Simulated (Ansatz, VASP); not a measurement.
Two plane-wave programs on AlGa2Sb3

```
Al Ga Sb
1.0
     4.39740    0.00000    0.00000
    -2.19870    3.80826    0.00000
     0.00000    0.00000   10.76708
Al Ga Sb
1 2 3
Direct
  0.33333 0.66667 0.41633
  0.00000 0.00000 0.75043
  0.66667 0.33333 0.08298
  0.00000 0.00000 0.99999
  0.33333 0.66667 0.66695
  0.66667 0.33333 0.33333
```

Alike in both runs: functional PBE; k mesh 12 × 12 × 4; occupations gaussian, width 0.1 eV; no spin polarisation.

Ansatz relaxed the structure, and its values are those at the end. VASP's run is a single point on that final structure, the one shown.

```csv
,VASP,Ansatz
version,VASP 6.6.1,Ansatz 0.2.0
potentials or method,"VASP PAW PBE potentials, release 64 (Al, Ga_d, Sb), cutoff 520 eV","scalar-relativistic, plane waves, PAW"
valence electrons in the cell,44,74
```

Ansatz gave:

| Item | Value |
| --- | --- |
| pressure (GPa) | 0.0 |
| rms of the force components (eV/Å) | 0.002 |

Question: What did VASP give for the same quantities?

Answer: Pressure (GPa): 0.1; rms of the force components (eV/Å): 0.004.

The functional is the same, so the differences come from potentials, cutoffs and numerics. VASP's potentials hold 44 valence electrons a cell and Ansatz's 74, so a difference there can come from the potentials and not from the codes.

Neither program's run includes spin-orbit coupling.
